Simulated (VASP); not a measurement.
A run of VASP 6.6.1:

The input INCAR:

```
SYSTEM = Ge
  PREC = Accurate
  ENCUT = 520
  EDIFF = 1E-7
  ISMEAR = -1
  SIGMA = 0.05
  LREAL = .False.
  LASPH = .True.
  NELM = 80
  ALGO = Normal
  ISIF = 2
  LWAVE = .False.
  LCHARG = .False.
  GGA = RP
  IVDW = 12
  NBANDS = 13
```

KPOINTS

```
regular mesh
0
Gamma
  11 11 10
  0 0 0
```

File POSCAR:

```
Ge
1.0
    1.3298988608     -2.3320685800      0.0000000000
    1.3298988608      2.3320685800      0.0000000000
    0.0000000000      0.0000000000      2.5283755196
Ge
1
Direct
    0.5000000000      0.5000000000      0.0000000000
```

Potentials or basis: VASP PAW PBE potentials, release 64 (Ge_d).

Run with:

```console
$ cat potpaw_PBE.64/Ge_d/POTCAR > POTCAR
$ mpirun -np 1 vasp_std > vasp.out
```

Hardware: 1 thread of Intel(R) Xeon(R) 6975P-C (Granite Rapids), with other jobs on the host.

Problem. How long does it take, and how much memory?

Solution. Wall time 13 s on 1 thread of Intel(R) Xeon(R) 6975P-C (Granite Rapids), with other jobs on the host, peak memory 0.16 GiB. Counts: scf iterations 12, k points 216.
